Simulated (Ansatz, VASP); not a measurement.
## Sn in VASP and in Ansatz

INCAR

```
  PREC = Accurate
  ENCUT = 500
  EDIFF = 1E-6
  ISMEAR = 1
  SIGMA = 0.025
  LREAL = F
  LASPH = T
  NELM = 120
  ALGO = Normal
  ISIF = 2
  LWAVE = F
  LCHARG = F
  GGA = PE
  NBANDS = 21
  GGA_COMPAT = F
```

File KPOINTS:

```
Automatic mesh
0
Gamma
  6 6 6
```

File POSCAR:

```
Sn
1.0
    0.0000000000      3.2333430000      3.2333430000
    3.2333430000      0.0000000000      3.2333430000
    3.2333430000      3.2333430000      0.0000000000
Sn
2
Direct
    0.0000000000      0.0000000000      0.0000000000
    0.2500000000      0.2500000000      0.2500000000
```

Input for Ansatz:

```yaml
crystal:
  lattice:
    - [0.0, 3.233343, 3.233343]
    - [3.233343, 0.0, 3.233343]
    - [3.233343, 3.233343, 0.0]
  atoms:
    - { symbol: Sn, position: [0.0, 0.0, 0.0] }
    - { symbol: Sn, position: [0.25, 0.25, 0.25] }
basis:
  ecutwfc: 421.77648681281397
kpoints:
  mp_grid:
    grid: [6, 6, 6]
hamiltonian:
  xc: pbe
scf:
  occupations:
    method: methfessel_paxton
    width: 0.025
output:
  forces: true
  stress: true
```

Alike in both runs: task single point; functional PBE; k mesh 6 × 6 × 6; occupations methfessel-paxton of order 1, width 0.025 eV; no spin polarisation.

|  | VASP | Ansatz |
| --- | --- | --- |
| version | VASP 6.6.1 | Ansatz 0.2.0 |
| potentials or method | VASP PAW PBE potentials, release 64 (Sn_d), cutoff 500 eV | plane waves, PAW |
| valence electrons in the cell | 28 | 28 |

```tsv
	VASP	Ansatz	Ansatz less VASP
pressure (GPa)	3.8	3.9	+0.06
```

The functional is the same, so the differences come from potentials, cutoffs and numerics.
